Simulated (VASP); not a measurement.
# CoO (R-3m) in VASP: settings compared

Aim: see how the results for CoO move with the level of theory and the settings. Levels: LDA, r2SCAN. Tasks: single point.

Everything below comes from runs of VASP 6.6.1. Logs are shortened: lines on timing, memory, paths and dates and some standing lists are left out, and cuts for length are marked.

## 1. The cell of the first run

The structure is trigonal, space group R-3m (No. 166). Conventional cell: a = 3.011 Å, b = 3.011 Å, c = 7.320 Å, α = 90.00°, β = 90.00°, γ = 120.00°. Within 2.8 Å of Co (site symmetry -3m) lie 6 O at 2.12 Å. O (site symmetry -3m) has 6 Co at 2.12 Å within 2.8 Å.

## 2. Single point, LDA, collinear spin, ferromagnetic start

INCAR

```
SYSTEM = CoO
PREC = Accurate ; ENCUT = 520
EDIFF = 1E-7 ; ISMEAR = -1
SIGMA = 0.05 ; LREAL = .FALSE.
LASPH = .TRUE. ; NELM = 150
ALGO = Normal ; ISIF = 2
LWAVE = .FALSE. ; LCHARG = .FALSE.
ISPIN = 2 ; MAGMOM = 2 0
LORBIT = 11 ; LMAXMIX = 4
NBANDS = 18
```

KPOINTS

```
regular mesh
0
G
  11 11 11
  0 0 0
```

POSCAR

```
CoO
1.0
    1.5054695445      0.8691832468      2.4399269062
   -1.5054695445      0.8691832468      2.4399269062
    0.0000000000     -1.7383664936      2.4399269062
Co O
1 1
Direct
    0.0000000000      0.0000000000      0.0000000000
    0.5000000000      0.5000000000      0.5000000000
```

Potentials or basis: VASP PAW LDA potentials, release 64 (Co, O).

On the command line:

```bash
> cat potpaw_LDA.64/Co/POTCAR potpaw_LDA.64/O/POTCAR > POTCAR
> mpirun -np 1 vasp_std > vasp.out
```

OUTCAR:

```text
SYSTEM = CoO
   PREC = Accurate
   ENCUT = 520
   EDIFF = 1E-7
   ISMEAR = -1
   LREAL = .FALSE.
   LASPH = .TRUE.
   NELM = 150
   ISIF = 2
   ISPIN = 2
   LORBIT = 11

 ion  position               nearest neighbor table
   1  0.000  0.000  0.000-   2 2.12   2 2.12   2 2.12   2 2.12   2 2.12   2 2.12
   2  0.500  0.500  0.500-   1 2.12   1 2.12   1 2.12   1 2.12   1 2.12   1 2.12

  LATTYP: Found a trigonal (rhomboedric) cell.
 ALAT       =     2.9958573687
 COS(alpha) =     0.4949531368

  Lattice vectors:

 A1 = (   1.5054695445,   0.8691832468,   2.4399269062)
 A2 = (  -1.5054695445,   0.8691832468,   2.4399269062)
 A3 = (   0.0000000000,  -1.7383664936,   2.4399269062)

Analysis of symmetry for initial positions (statically):
=====================================================================
 Subroutine PRICEL returns:
 Original cell was already a primitive cell.

 Routine SETGRP: Setting up the symmetry group for a
 trigonal (rhombohedral) supercell.

 Subroutine GETGRP returns: Found 12 space group operations
 (whereof 12 operations were pure point group operations)
 out of a pool of 12 trial point group operations.

The static configuration has the point symmetry D_3d.

Analysis of symmetry for dynamics (positions and initial velocities):
=====================================================================
 Subroutine PRICEL returns:
 Original cell was already a primitive cell.

 Routine SETGRP: Setting up the symmetry group for a
 trigonal (rhombohedral) supercell.

 Subroutine GETGRP returns: Found 12 space group operations
 (whereof 12 operations were pure point group operations)
 out of a pool of 12 trial point group operations.

The dynamic configuration has the point symmetry D_3d.

Analysis of structural, dynamic, and magnetic symmetry:
=====================================================================
 Subroutine PRICEL returns:
 Original cell was already a primitive cell.

 Routine SETGRP: Setting up the symmetry group for a
 trigonal (rhombohedral) supercell.

 Subroutine GETGRP returns: Found 12 space group operations
 (whereof 12 operations were pure point group operations)
 out of a pool of 12 trial point group operations.

The overall configuration has the point symmetry D_3d.

 Subroutine INISYM returns: Found 12 space group operations
 (whereof 12 operations are pure point group operations),
 and found     1 'primitive' translations

----------------------------------------------------------------------------------------

                                     Primitive cell

  volume of cell :      19.1563

  direct lattice vectors                    reciprocal lattice vectors
     1.505469544  0.869183247  2.439926906     0.332122295  0.191750896  0.136616114
    -1.505469544  0.869183247  2.439926906    -0.332122295  0.191750896  0.136616114
     0.000000000 -1.738366494  2.439926906     0.000000000 -0.383501793  0.136616114

  length of vectors
     2.995857369  2.995857369  2.995857369     0.407108816  0.407108816  0.407108816

  position of ions in fractional coordinates (direct lattice)
     0.000000000  0.000000000  0.000000000
     0.500000000  0.500000000  0.500000000

  ion indices of the primitive-cell ions
   primitive index   ion index
                 1           1
                 2           2

----------------------------------------------------------------------------------------

 KPOINTS: regular mesh

Automatic generation of k-mesh.
 Grid dimensions read from file:
 generate k-points for:   11   11   11

 Generating k-lattice:

  Cartesian coordinates                     Fractional coordinates (reciprocal lattice)
     0.030192936  0.017431900  0.012419647     0.090909091  0.000000000  0.000000000
    -0.030192936  0.017431900  0.012419647     0.000000000  0.090909091  0.000000000
     0.000000000 -0.034863799  0.012419647     0.000000000  0.000000000  0.090909091

  Length of vectors
     0.037009892  0.037009892  0.037009892

  Shift w.r.t. Gamma in fractional coordinates (k-lattice)
     0.000000000  0.000000000  0.000000000

 Subroutine IBZKPT returns following result:
 ===========================================

 Found    146 irreducible k-points:

 Following reciprocal coordinates:
            Coordinates               Weight
  0.000000  0.000000  0.000000      1.000000
  0.090909  0.000000  0.000000      6.000000
  0.181818  0.000000  0.000000      6.000000
  0.272727 -0.000000  0.000000      6.000000
  0.363636 -0.000000 -0.000000      6.000000
  0.454545  0.000000 -0.000000      6.000000
[... 16 lines left out ...]
 -0.272727  0.181818  0.000000     12.000000
 -0.181818  0.181818  0.000000      6.000000
 [... further k-points ...]
   k-points           NKPTS =    146   k-points in BZ     NKDIM =    146   number of bands    NBANDS=     18
   number of dos      NEDOS =    301   number of ions     NIONS =      2
   total plane-waves  NPLWV =  13824
   dimension x,y,z NGX =    24 NGY =   24 NGZ =   24
   dimension x,y,z NGXF=    48 NGYF=   48 NGZF=   48
   ions per type =               1   1
   NGX,Y,Z   is equivalent  to a cutoff of  13.32, 13.32, 13.32 a.u.
   NGXF,Y,Z  is equivalent  to a cutoff of  26.64, 26.64, 26.64 a.u.
 SYSTEM =  CoO
   PREC   = accura    normal or accurate (medium, high low for compatibility)
   ISTART =      0    job   : 0-new  1-cont  2-samecut
   ICHARG =      2    charge: 1-file 2-atom 10-const
   ISPIN  =      2    spin polarized calculation?
   LNONCOLLINEAR =      F non collinear calculations
   LSORBIT =      F    spin-orbit coupling
   LASPH  =      T    aspherical Exc in radial PAW
   ENCUT  =  520.0 eV  38.22 Ry    6.18 a.u.   5.57  5.57  5.57*2*pi/ulx,y,z
   NELM   =    150;   NELMIN=  2; NELMDL= -5     # of ELM steps
   EDIFF  = 0.1E-06   stopping-criterion for ELM
   LREAL  =      F    real-space projection
   EDIFFG = 0.1E-05   stopping-criterion for IOM
   NSW    =      0    number of steps for IOM
   IBRION =     -1    ionic relax: 0-MD 1-quasi-New 2-CG
   NFREE  =      0    steps in history (QN), initial steepest desc. (CG)
   ISIF   =      2    stress and relaxation
   ISYM   =      2    0-nonsym 1-usesym 2-fastsym
   POTIM  = 0.5000    time-step for ionic-motion
   TEBEG  =    0.0;   TEEND  =   0.0 temperature during run
   PSTRESS=    0.0 pullay stress
   NELECT =      15.0000    total number of electrons
   NUPDOWN=      -1.0000    fix difference up-down
   EMIN   =  10.00;   EMAX   =-10.00  energy-range for DOS
   EFERMI =   0.00;   METHOD = LEGACY
   ISMEAR =    -1;   SIGMA  =   0.05  broadening in eV -4-tet -1-fermi 0-gaus
   EFERMI_NEDOS =   21; number of points for ismear=-14 and -15
   IALGO  =     38    algorithm
   IMIX   =      4    mixing-type and parameters
     AMIX     =   0.40;   BMIX     =  1.00
     AMIX_MAG =   1.60;   BMIX_MAG =  1.00
  volume/ion in A,a.u.               =       9.58        64.64
  Fermi-wavevector in a.u.,A,eV,Ry     =   1.508927  2.851458 30.978555  2.276860
  Thomas-Fermi vector in A             =   2.619316
   LORBIT       =     11    0 simple, 1 ext, 2 COOP (PROOUT), +10 PAW based schemes
   GGA     = CA    functional components
   LHFCALC =     F    Hartree Fock is set to
   AEXX    =    0.0000 exact exchange contribution
   IVDW    =     0    specifies the selected vdW correction
   LEPSILON=     F    determine dielectric tensor
   LRPA    =     F    only Hartree local field effects (RPA)
 spin polarized calculation
  energy-cutoff  :      520.00
  volume of cell :       19.16
 maximum number of plane-waves:       532
   NGX = 11   NGY = 11   NGZ = 11

 number of electron      15.0000005 magnetization       2.7081058

 Free energy of the ion-electron system (eV)
  ---------------------------------------------------
  ext. energy  EPLUGINS =         0.00000000
  ---------------------------------------------------
  free energy    TOTEN  =       -14.68138612 eV

  energy without entropy =      -14.64513159  energy(sigma->0) =      -14.66325886

 E-fermi :   7.7575     XC(G=0): -12.9372

 val. band max:        7.7566843390   @ k =  -0.4545  -0.4545   0.2727
 cond. band min:       7.7590622528   @ k =   0.4545   0.2727   0.1818
 fundamental gap:      0.0023779138
 Fermi energy:         7.7574531721

 spin component 1

 k-point     1 :       0.0000    0.0000    0.0000
  band No.  band energies     occupation
      1     -12.3891      1.00000
      2       4.4119      1.00000
      3       4.4119      1.00000
      4       4.4608      1.00000
      5       4.7949      1.00000
      6       4.7949      1.00000
[... 10 lines left out ...]
     17      29.2411      0.00000
     18      32.6323      0.00000
[... 463 lines left out ...]
 k-point    24 :      -0.1818    0.1818    0.0000
  band No.  band energies     occupation
      1     -11.6113      1.00000
      2       0.9764      1.00000
      3       2.1880      1.00000
      4       2.6479      1.00000
      5       5.1641      1.00000
      6       5.3213      1.00000
[... 10 lines left out ...]
     17      35.3799      0.00000
     18      37.1888      0.00000

 [... further k-points ...]

 spin component 2

 k-point     1 :       0.0000    0.0000    0.0000
  band No.  band energies     occupation
      1     -11.9167      1.00000
      2       4.9405      1.00000
      3       4.9405      1.00000
      4       4.9941      1.00000
      5       6.6313      1.00000
      6       6.6313      1.00000
[... 10 lines left out ...]
     17      30.0199      0.00000
     18      33.3825      0.00000
[... 463 lines left out ...]
 k-point    24 :      -0.1818    0.1818    0.0000
  band No.  band energies     occupation
      1     -11.1209      1.00000
      2       1.6289      1.00000
      3       3.2973      1.00000
      4       3.3861      1.00000
      5       7.0682      1.00000
      6       7.4679      0.99696
[... 10 lines left out ...]
     17      35.9264      0.00000
     18      37.7480      0.00000

 [... further k-points ...]
[... 5 lines left out ...]
  --------------------------------------------------------------------------------------
  -------------------------------------------------------------------------------------
  Total       -2.3148685     -2.3148685     -2.3365187      0.0000000     -0.0000000      0.0000000
  in kB     -193.6089876   -193.6089876   -195.4197497      0.0000000     -0.0000000      0.0000000
  external PRESSURE =    -194.2125750 kB  Pullay stress =       0.0000000 kB

 VOLUME and BASIS-vectors are now :
 -----------------------------------------------------------------------------
  energy-cutoff  :      520.00
  volume of cell :       19.16
      direct lattice vectors                 reciprocal lattice vectors
     1.505469544  0.869183247  2.439926906     0.332122295  0.191750896  0.136616114
    -1.505469544  0.869183247  2.439926906    -0.332122295  0.191750896  0.136616114
     0.000000000 -1.738366494  2.439926906     0.000000000 -0.383501793  0.136616114

 POSITION                                       TOTAL-FORCE (eV/Angst)
 -----------------------------------------------------------------------------------
      0.00000      0.00000      0.00000         0.000000      0.000000      0.000000
      0.00000      0.00000      3.65989        -0.000000     -0.000000     -0.000000
 -----------------------------------------------------------------------------------
    total drift:                               -0.000000      0.000000     -0.000000

  FREE ENERGIE OF THE ION-ELECTRON SYSTEM (eV)
  ---------------------------------------------------
  free  energy   TOTEN  =       -14.6813861212 eV

  energy  without entropy=      -14.6451315925  energy(sigma->0) =      -14.66325886

 total charge

# of ion       s       p       d       tot
------------------------------------------
    1        0.298   0.363   7.194   7.856
    2        1.546   3.383   0.000   4.929
--------------------------------------------------
tot          1.844   3.746   7.194  12.785

 magnetization (x)

# of ion       s       p       d       tot
------------------------------------------
    1        0.019   0.017   2.332   2.368
    2        0.028   0.254   0.000   0.282
--------------------------------------------------
tot          0.047   0.271   2.332   2.650
```

Wall time 93 s (1 thread of Intel Xeon 8259CL, shared host); peak memory 0.2 GiB.

Results:

| Property | Result |
| --- | --- |
| Free energy | -14.6814 eV |
| Pressure | -19.4 GPa |
| Net moment | 2.71 μB per cell |
| Site moments | Co +2.37; O +0.28 μB |
| Valence electrons inside the program's atomic spheres | Co 7.86; O 4.93 |

Caveat: a cell with one magnetic atom can't hold antiferromagnetic order, which such compounds often take; semilocal functionals often make such compounds metallic where correlation or magnetic order opens a gap, which also shifts bond lengths. With open d or f shells a metallic result of LDA can be an artefact of self-interaction; +U or a hybrid may open a gap.

## 3. Single point, LDA, collinear spin, ferromagnetic start

This run uses another cell than the first one, of 9.96 Å³/atom, 1.040 times its volume.

INCAR

```
SYSTEM = CoO
  ALGO = Normal
  EDIFF = 1E-6
  ENCUT = 520
  GGA = CA
  ISIF = 2
  ISMEAR = -1
  ISPIN = 2
  LASPH = .TRUE.
  LCHARG = .FALSE.
  LMAXMIX = 4
  LORBIT = 11
  LREAL = .FALSE.
  LWAVE = .FALSE.
  MAGMOM = 2 0
  NBANDS = 18
  NELM = 150
  PREC = Accurate
  SIGMA = 0.05
```

KPOINTS

```
k-points
0
G
  11 11 11
  0 0 0
```

POSCAR

```
CoO
1.0
    1.5252806262      0.8806211801      2.4720348897
   -1.5252806262      0.8806211801      2.4720348897
    0.0000000000     -1.7612423603      2.4720348897
Co O
1 1
Direct
    0.0000000000      0.0000000000      0.0000000000
    0.5000000000      0.5000000000      0.5000000000
```

Potentials or basis: VASP PAW LDA potentials, release 64 (Co, O).

On the command line:

```bash
> cat potpaw_LDA.64/Co/POTCAR potpaw_LDA.64/O/POTCAR > POTCAR
> mpirun -np 1 vasp_std > vasp.out
```

Wall time 1.7 min (1 thread of Intel Xeon 8259CL, shared host); peak memory 0.2 GiB.

It converged, with:

```yaml
Free_energy: -14.5792 eV
Pressure: -23.8 GPa
Net_moment: 2.85 μB per cell
Site_moments: Co +2.47; O +0.31 μB
Valence_electrons_inside_the_program's_atomic_spheres: Co 7.79; O 4.91
```

Levels at points of the mesh, in eV from the Fermi level:
Spin up:
| k point | band 7 | band 8 | band 9 | band 10 | band 11 | band 12 |
| --- | --- | --- | --- | --- | --- | --- |
| (0.00, 0.00, 0.00) | -2.95 | -2.95 | -2.93 | 0.79 | 16.53 | 17.64 |
Spin down:
| k point | band 2 | band 3 | band 4 | band 5 | band 6 | band 7 | band 8 | band 9 | band 10 | band 11 |
| --- | --- | --- | --- | --- | --- | --- | --- | --- | --- | --- |
| (0.00, 0.00, 0.00) | -2.59 | -2.59 | -2.54 | -1.04 | -1.04 | -1.01 | -0.39 | -0.39 | 1.32 | 16.62 |

Caveat: a cell with one magnetic atom can't hold antiferromagnetic order, which such compounds often take; semilocal functionals often make such compounds metallic where correlation or magnetic order opens a gap, which also shifts bond lengths.

(Continued in part 2 of 2.)
